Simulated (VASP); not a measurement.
# Zn in VASP: a series of runs

Zn is run at these levels: PBE; tasks: single point.

Everything below comes from runs of VASP 6.6.1. Logs are shortened: lines on timing, memory, paths and dates and some standing lists are left out, and cuts for length are marked.

### Step 1. The cell of the first run

The cell holds a slab with vacuum, 6 atoms: a = 2.636 Å, b = 2.636 Å, c = 28.731 Å, α = 90.00°, β = 90.00°, γ = 120.00°.

### Step 2. Single point, PBE

INCAR reads:

```
PREC = Accurate
ENCUT = 520
EDIFF = 1E-6
ISMEAR = -1
SIGMA = 0.08
LREAL = F
LASPH = T
NELM = 100
ALGO = Normal
ISIF = 2
LWAVE = F
LCHARG = F
LDIPOL = T
IDIPOL = 3
DIPOL = 0.5 0.5 0.500
GGA = PE
EFIELD = -0.1
NBANDS = 45
```

KPOINTS reads:

```
regular mesh
0
Gamma
  16 16 1
```

POSCAR reads:

```
Zn
1.0
    2.6356265364      0.0000000000      0.0000000000
   -1.3178132682      2.2825195354      0.0000000000
    0.0000000000      0.0000000000     28.7313000000
Zn
6
Direct
    0.8333333333      0.1666666667      0.2835601823
    0.1666666667      0.8333333333      0.3713961359
    0.8333333333      0.1666666667      0.4565703414
    0.1666666667      0.8333333333      0.5434296588
    0.8333333333      0.1666666667      0.6286038644
    0.1666666667      0.8333333333      0.7164398172
```

Potentials or basis: VASP PAW PBE potentials, release 64 (Zn).

The run is started by

```bash
$ cat potpaw_PBE.64/Zn/POTCAR > POTCAR
$ mpirun -np 1 vasp_std > vasp.out
```

OUTCAR:

```text
PREC = Accurate
   ENCUT = 520
   EDIFF = 1E-6
   ISMEAR = -1
   LREAL = F
   LASPH = T
   NELM = 100
   ISIF = 2
   GGA = PE

 ion  position               nearest neighbor table
   1  0.833  0.167  0.284-   2 2.95   2 2.95   2 2.95
   2  0.167  0.833  0.371-   3 2.88   3 2.88   3 2.88   1 2.95   1 2.95   1 2.95
   3  0.833  0.167  0.457-   2 2.88   2 2.88   2 2.88   4 2.92   4 2.92   4 2.92
   4  0.167  0.833  0.543-   5 2.88   5 2.88   5 2.88   3 2.92   3 2.92   3 2.92
   5  0.833  0.167  0.629-   4 2.88   4 2.88   4 2.88   6 2.95   6 2.95   6 2.95
   6  0.167  0.833  0.716-   5 2.95   5 2.95   5 2.95

  LATTYP: Found a hexagonal cell.
 ALAT       =     2.6356265364
 C/A-ratio  =    10.9011271526

  Lattice vectors:

 A1 = (   2.6356265364,   0.0000000000,   0.0000000000)
 A2 = (  -1.3178132682,   2.2825195354,   0.0000000000)
 A3 = (   0.0000000000,   0.0000000000,  28.7313000000)

Analysis of symmetry for initial positions (statically):
=====================================================================
 Subroutine PRICEL returns:
 Original cell was already a primitive cell.

 Routine SETGRP: Setting up the symmetry group for a
 hexagonal supercell.

 Subroutine GETGRP returns: Found 12 space group operations
 (whereof  4 operations were pure point group operations)
 out of a pool of 24 trial point group operations.

The static configuration has the point symmetry C_2h.
 The point group associated with its full space group is D_3d.

Analysis of symmetry for dynamics (positions and initial velocities):
=====================================================================
 An external electric field (EFIELD) may reduce the allowed symmetry operations
 Subroutine PRICEL returns:
 Original cell was already a primitive cell.

 Routine SETGRP: Setting up the symmetry group for a
 hexagonal supercell.

 Subroutine GETGRP returns: Found  6 space group operations
 (whereof  2 operations were pure point group operations)
 out of a pool of 24 trial point group operations.

The dynamic configuration has the point symmetry C_1h.
 The point group associated with its full space group is C_3v.

 Subroutine INISYM returns: Found  6 space group operations
 (whereof  2 operations are pure point group operations),
 and found     1 'primitive' translations

----------------------------------------------------------------------------------------

                                     Primitive cell

  volume of cell :     172.8437

[... 106 lines left out ...]
   PSTRESS=    0.0 pullay stress
   NELECT =      72.0000    total number of electrons
   NUPDOWN=      -1.0000    fix difference up-down
   EMIN   =  10.00;   EMAX   =-10.00  energy-range for DOS
   EFERMI =   0.00;   METHOD = LEGACY
   ISMEAR =    -1;   SIGMA  =   0.08  broadening in eV -4-tet -1-fermi 0-gaus
   EFERMI_NEDOS =   21; number of points for ismear=-14 and -15
   IALGO  =     38    algorithm
   IMIX   =      4    mixing-type and parameters
     AMIX     =   0.40;   BMIX     =  1.00
     AMIX_MAG =   1.60;   BMIX_MAG =  1.00
  volume/ion in A,a.u.               =      28.81       194.40
  Fermi-wavevector in a.u.,A,eV,Ry     =   1.222647  2.310468 20.338885  1.494866
  Thomas-Fermi vector in A             =   2.357786
   LORBIT       =      0    0 simple, 1 ext, 2 COOP (PROOUT), +10 PAW based schemes
   GGA     = PE    functional components
   LHFCALC =     F    Hartree Fock is set to
   AEXX    =    0.0000 exact exchange contribution
   IVDW    =     0    specifies the selected vdW correction
   LEPSILON=     F    determine dielectric tensor
   LRPA    =     F    only Hartree local field effects (RPA)
 non-spin polarized calculation
  energy-cutoff  :      520.00
  volume of cell :      172.84
 maximum number of plane-waves:      4723
 NGX is ok and might be reduce to    20
   NGX =  9   NGY =  9   NGZ =107

 dipolmoment           0.000000      0.000000      0.030521 electrons x Angstroem

 number of electron      71.9999996 magnetization

 dipolmoment           0.000000      0.000000     -0.051740 electrons x Angstroem

 Free energy of the ion-electron system (eV)
  ---------------------------------------------------
  ext. energy  EPLUGINS =         0.00000000
  ---------------------------------------------------
  free energy    TOTEN  =        -6.43134188 eV

  energy without entropy =       -6.40367183  energy(sigma->0) =       -6.41750686

 E-fermi :  -0.3858     XC(G=0):  -6.6128

 val. band max:       -0.4187228537   @ k =   0.3750   0.1250   0.0000
 cond. band min:      -0.2276731291   @ k =   0.2500   0.0625   0.0000
 fundamental gap:      0.1910497246
 Fermi energy:        -0.3858067672

 k-point     1 :       0.0000    0.0000    0.0000
  band No.  band energies     occupation
      1     -10.6535      2.00000
      2     -10.1867      2.00000
      3      -9.5577      2.00000
      4      -9.1299      2.00000
      5      -8.9128      2.00000
      6      -8.9083      2.00000
[... 1141 lines left out ...]
     44       5.8672      0.00000
     45       6.0693      0.00000

 [... further k-points ...]

------------------------ aborting loop because EDIFF is reached ----------------------------------------

 vacuum level on the upper side and lower side of the slab       (xc-potential included)         0.471        -0.837

  FORCE on cell =-STRESS in cart. coord.  units (eV):
  Direction    XX          YY          ZZ          XY          YZ          ZX
  --------------------------------------------------------------------------------------
  -------------------------------------------------------------------------------------
  Total        0.2052595      0.2052595      0.0888124      0.0000000      0.0000000      0.0000000
  in kB        1.9026559      1.9026559      0.8232482      0.0000000      0.0000000      0.0000000
  external PRESSURE =       1.5428533 kB  Pullay stress =       0.0000000 kB

 VOLUME and BASIS-vectors are now :
 -----------------------------------------------------------------------------
  energy-cutoff  :      520.00
  volume of cell :      172.84
      direct lattice vectors                 reciprocal lattice vectors
     2.635626536  0.000000000  0.000000000     0.379416426  0.219056176  0.000000000
    -1.317813268  2.282519535  0.000000000     0.000000000  0.438112351  0.000000000
     0.000000000  0.000000000 28.731300000     0.000000000  0.000000000  0.034805247

 POSITION                                       TOTAL-FORCE (eV/Angst)
 -----------------------------------------------------------------------------------
      1.97672      0.38042      8.14705        -0.000000     -0.000000     -0.004199
     -0.65891      1.90210     10.67069        -0.000000      0.000000     -0.007590
      1.97672      0.38042     13.11786        -0.000000      0.000000      0.000228
     -0.65891      1.90210     15.61344         0.000000      0.000000     -0.000582
      1.97672      0.38042     18.06061         0.000000      0.000000      0.004791
     -0.65891      1.90210     20.58425         0.000000      0.000000      0.007352
 -----------------------------------------------------------------------------------
    total drift:                               -0.000000      0.000000      0.000114

  FREE ENERGIE OF THE ION-ELECTRON SYSTEM (eV)
  ---------------------------------------------------
  free  energy   TOTEN  =        -6.4313418754 eV

  energy  without entropy=       -6.4036718346  energy(sigma->0) =       -6.41750686

 vacuum level on the upper side and lower side of the slab         4.238         2.960
```

It took 3 min on 1 thread of AMD EPYC 9R45 (Zen 5), shared host; peak memory 0.34 GiB.

What came out:

```
Free energy            : -6.4313 eV
Largest force          : 0.008 eV/Å
Band gap on the k mesh : zero (bands 36 and 37 overlap by 4.02 eV)
```

Forces in eV/Å, atoms in the order of the input:
```
Zn   0.000  0.000 -0.004
Zn   0.000  0.000 -0.008
Zn   0.000  0.000  0.000
Zn   0.000  0.000 -0.001
Zn   0.000  0.000  0.005
Zn   0.000  0.000  0.007
```

### Step 3. Single point, PBE

INCAR reads:

```
PREC     = Accurate       # precision mode
ENCUT    = 520            # plane-wave cutoff, eV
EDIFF    = 1E-6           # SCF threshold, eV
ISMEAR   = -1             # smearing method
SIGMA    = 0.08           # smearing width, eV
LREAL    = F              # projectors in reciprocal space
LASPH    = T              # aspherical terms in the spheres
NELM     = 60             # most SCF steps
ALGO     = Normal         # electronic algorithm
ISIF     = 2              # what is computed and relaxed
LWAVE    = F              # write WAVECAR
LCHARG   = T              # write CHGCAR
GGA      = PE             # functional
LELF     = T              # ELF
LVHAR    = T            
NBANDS   = 45             # bands
```

KPOINTS reads:

```
Automatic mesh
0
Gamma
  16 16 1
```

POSCAR is that of step 2.

Potentials or basis: VASP PAW PBE potentials, release 64 (Zn).

The run is started by

```bash
$ cat potpaw_PBE.64/Zn/POTCAR > POTCAR
$ mpirun -np 1 vasp_std > vasp.out
```

OUTCAR:

```text
PREC = Accurate
   ENCUT = 520
   EDIFF = 1E-6
   ISMEAR = -1
   LREAL = F
   LASPH = T
   NELM = 60
   ISIF = 2
   GGA = PE

 ion  position               nearest neighbor table
   1  0.833  0.167  0.284-   2 2.95   2 2.95   2 2.95
   2  0.167  0.833  0.371-   3 2.88   3 2.88   3 2.88   1 2.95   1 2.95   1 2.95
   3  0.833  0.167  0.457-   2 2.88   2 2.88   2 2.88   4 2.92   4 2.92   4 2.92
   4  0.167  0.833  0.543-   5 2.88   5 2.88   5 2.88   3 2.92   3 2.92   3 2.92
[... 1363 lines left out ...]
  -------------------------------------------------------------------------------------
  Total        0.2059934      0.2059934      0.0921059      0.0000000     -0.0000000     -0.0000000
  in kB        1.9094582      1.9094582      0.8537770      0.0000000     -0.0000000     -0.0000000
  external PRESSURE =       1.5575645 kB  Pullay stress =       0.0000000 kB

 VOLUME and BASIS-vectors are now :
 -----------------------------------------------------------------------------
  energy-cutoff  :      520.00
  volume of cell :      172.84
      direct lattice vectors                 reciprocal lattice vectors
     2.635626536  0.000000000  0.000000000     0.379416426  0.219056176  0.000000000
    -1.317813268  2.282519535  0.000000000     0.000000000  0.438112351  0.000000000
     0.000000000  0.000000000 28.731300000     0.000000000  0.000000000  0.034805247

 POSITION                                       TOTAL-FORCE (eV/Angst)
 -----------------------------------------------------------------------------------
      1.97672      0.38042      8.14705         0.000000      0.000000     -0.005579
     -0.65891      1.90210     10.67069         0.000000      0.000000     -0.006199
      1.97672      0.38042     13.11786        -0.000000     -0.000000      0.000380
     -0.65891      1.90210     15.61344         0.000000      0.000000     -0.000380
      1.97672      0.38042     18.06061        -0.000000      0.000000      0.006199
     -0.65891      1.90210     20.58425         0.000000     -0.000000      0.005579
 -----------------------------------------------------------------------------------
    total drift:                               -0.000000      0.000000     -0.000000

  FREE ENERGIE OF THE ION-ELECTRON SYSTEM (eV)
  ---------------------------------------------------
  free  energy   TOTEN  =        -6.4287565265 eV

  energy  without entropy=       -6.4010879102  energy(sigma->0) =       -6.41492222
```

It took 5.9 min on 1 thread of Oxide Virtual Turin-like, shared host; peak memory 0.33 GiB.

What came out:

* Free energy: -6.4288 eV
* Largest force: 0.006 eV/Å
* Band gap on the k mesh: zero (bands 36 and 37 overlap by 4.02 eV)

Forces on the atoms (eV/Å):
```
Zn   0.000  0.000 -0.006
Zn   0.000  0.000 -0.006
Zn   0.000  0.000  0.000
Zn   0.000  0.000  0.000
Zn   0.000  0.000  0.006
Zn   0.000  0.000  0.006
```

Levels at points of the mesh, in eV from the Fermi level:
```csv
k point,band 34,band 35,band 36,band 37,band 38,band 39
"(0.00, 0.00, 0.00)",-6.88,-5.88,-4.23,-2.77,-0.57,1.51
"(0.50, 0.00, 0.00)",-1.79,-1.35,-1.26,0.58,0.74,1.31
```

Caveat: there is no dipole correction, which matters where the two faces differ.

The gap in the log of VASP goes by the Fermi energy; the results here count the filled bands.